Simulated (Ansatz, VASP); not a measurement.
# Al2O3: VASP beside Ansatz

```
Al O
1.0
     2.49855    1.44254    4.54822
    -2.49855    1.44254    4.54822
     0.00000   -2.88508    4.54822
Al O
4 6
Cartesian
  0.0000 0.0000 11.6241
  0.0000 0.0000 8.8429
  0.0000 0.0000 2.0205
  0.0000 0.0000 4.8018
  -0.9675 -1.4425 5.6853
  1.7330 -0.1166 5.6853
  -0.7655 1.5592 5.6853
  0.9675 1.4425 7.9594
  -1.7330 0.1166 7.9594
  0.7655 -1.5592 7.9594
```

Change from the starting cell: strain +0.050 along x and y, +0.050 along z, atoms carried along.

Alike in both runs: task single point; functional r2SCAN; k mesh 6 × 6 × 6; occupations gaussian, width 0.05 eV; no spin polarisation.

|  | VASP | Ansatz |
| --- | --- | --- |
| version | VASP 6.6.1 | Ansatz 0.2.0 |
| potentials or method | VASP PAW PBE potentials, release 64 (Al, O), cutoff 520 eV | scalar-relativistic, plane waves, PAW |
| valence electrons in the cell | 48 | 48 |

```csv
,VASP,Ansatz,Ansatz less VASP
gap on the k mesh at the Fermi level (eV),5.34,5.33,-0.010
least direct gap on the mesh (eV),5.34,5.33,-0.010
pressure (GPa),-28.7,-28.2,+0.53
"traceless stress, the component that is largest in VASP (GPa)",1.34,1.36,+0.019
rms of the force components (eV/Å),0.072,0.070,-0.0026
```

VASP's potentials were made for PBE, not for r2SCAN. Atom by atom the forces differ by 0.006 eV/Å (rms over components). Both programs put the cell under strong tension, so it lies far from rest at this level. With one functional, cell and mesh, what is left measures potentials, basis and numerics.
